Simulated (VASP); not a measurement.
Runs of VASP 6.6.1 on InP. The structure is that of space group F-43m (No. 216), or close to it. The cells are those of the table. 

```tsv
cell	k mesh	smearing	gap on the mesh (eV)	pressure (GPa)
a = 4.179, b = 4.179, c = 4.136 Å, angles 60.3, 60.3, 59.3°, 2 atoms	8 × 8 × 8	fermi-dirac 0.02 eV	0.60	(b)
a = 4.177 Å, angles 60.0°, 2 atoms	8 × 8 × 8	fermi-dirac 0.02 eV	0.58	1.6
a = 4.181, b = 4.181, c = 4.094 Å, angles 60.7, 60.7, 58.6°, 2 atoms	8 × 8 × 8	fermi-dirac 0.02 eV	(c)	2.9
a = 4.177 Å, angles 60.0°, 2 atoms	4 × 4 × 4	gaussian 0.01 eV	0.57	1.8
a = 4.175, b = 4.175, c = 4.219 Å, angles 59.6, 59.6, 60.7°, 2 atoms	8 × 8 × 8	fermi-dirac 0.02 eV	0.47	(a)
```

Alike in all rows: task single point; level PBE; potentials or basis VASP PAW PBE potentials, release 64 (In_d, P); no spin polarisation; cutoff (eV) 520.

Task: Fill in the values left out.

Result: (a) 1.0; (b) 2.3; (c) 0.61.

Caveats: some runs use coarse meshes; spin-orbit coupling is left out, which moves the levels of the heavy elements.

A k mesh can miss the band edges, and the runs leave out spin-orbit coupling on In.
